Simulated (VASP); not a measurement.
Input of a VASP 6.6.1 run:

INCAR

```
SYSTEM = Al
PREC = Accurate
ENCUT = 520
EDIFF = 1E-6
ISMEAR = 0
SIGMA = 0.15
LREAL = .False.
LASPH = .True.
NELM = 100
ALGO = Normal
ISIF = 2
LWAVE = .False.
LCHARG = .False.
NBANDS = 10
```

Contents of KPOINTS:

```
regular mesh
0
Gamma
  18 18 10
  0 0 0
```

POSCAR

```
Al
1.0
    2.9006000000      0.0000000000      0.0000000000
   -1.4503000000      2.5119932862      0.0000000000
    0.0000000000      0.0000000000      4.8737000000
Al
2
Direct
    0.6666666667      0.3333333333      0.7500000000
    0.3333333333      0.6666666667      0.2500000000
```

Potentials or basis: VASP PAW LDA potentials, release 64 (Al).

The run is started by

```console
$ cat potpaw_LDA.64/Al/POTCAR > POTCAR
$ mpirun -np 1 vasp_std > vasp.out
```

**Question.** Estimate the pressure.

**Answer.** -6.7 GPa.

**Question.** Predict the band gap on the k mesh.

**Answer.** Zero (bands 3 and 4 overlap by 6.83 eV).

Stress tensor (GPa, compression positive):
```
-6.74  0.00  0.00
 0.00 -6.74  0.00
 0.00  0.00 -6.63
```

Caveat: the cell stands under tension.
